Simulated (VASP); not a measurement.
Wanted: the native input for a VASP 6.6.1 run.

- Task: single point
- Functional: LDA
- Potentials or basis: VASP PAW LDA potentials, release 64 (La)
- Cutoff: 520 eV
- k mesh: 9 × 9 × 9
- Occupations: fermi-dirac, width 0.05 eV
- Spin: no spin polarisation
- Dipole correction: no
- Further INCAR settings: ALGO = Fast; EDIFF = 1e-06; NBANDS = 12

The structure of La lies in POSCAR:

```
La
1.0
   -2.0951271325      2.0951271325      2.0951271325
    2.0951271325     -2.0951271325      2.0951271325
    2.0951271325      2.0951271325     -2.0951271325
La
1
Direct
    0.0000000000      0.0000000000      0.0000000000
```

The input as run:

INCAR

```
ALGO = Fast
EDIFF = 1E-6
ENCUT = 520
ISIF = 2
ISMEAR = -1
LASPH = T
LCHARG = F
LREAL = F
LWAVE = F
NBANDS = 12
NELM = 80
PREC = Accurate
SIGMA = 0.05
```

KPOINTS

```
k-points
0
Gamma
  9 9 9
```

Potentials or basis: VASP PAW LDA potentials, release 64 (La).

The run is started by

```sh
$ cat potpaw_LDA.64/La/POTCAR > POTCAR
$ mpirun -np 1 vasp_std > vasp.out
```

Results of the run:

```
Pressure : -3.1 GPa
```

Wall time 19 s on 1 thread of Intel(R) Xeon(R) 6975P-C (Granite Rapids), with other jobs on the host, peak memory 0.15 GiB.
